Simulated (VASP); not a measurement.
Here is a VASP 6.6.1 calculation.

Contents of INCAR:

```
ALGO = Normal
EDIFF = 1E-7
ENCUT = 520
GGA = PE
ISIF = 2
ISMEAR = 0
LASPH = True
LCHARG = False
LREAL = False
LWAVE = False
NBANDS = 7
NELM = 60
PREC = Accurate
SIGMA = 0.15
```

File KPOINTS:

```
k-points
0
Gamma
  18 18 18
```

The input POSCAR:

```
Mg
1.0
   -1.6309433370      1.6309433370      1.7018539168
    1.6309433370     -1.6309433370      1.7018539168
    1.6309433370      1.6309433370     -1.7018539168
Mg
1
Direct
    0.0000000000      0.0000000000      0.0000000000
```

Potentials or basis: VASP PAW PBE potentials, release 64 (Mg).

Run with:

```console
$ cat potpaw_PBE.64/Mg/POTCAR > POTCAR
$ mpirun -np 1 vasp_std > vasp.out
```

(1) What does it give for the pressure?

(2) Predict the band gap on the k mesh.

## Answers

(1) 13.2 GPa.

(2) zero (bands 1 and 2 overlap by 4.74 eV).

Caveat: the cell differs from its parent crystal (strain -0.080 along x and y, -0.040 along z); the cell stands under pressure.
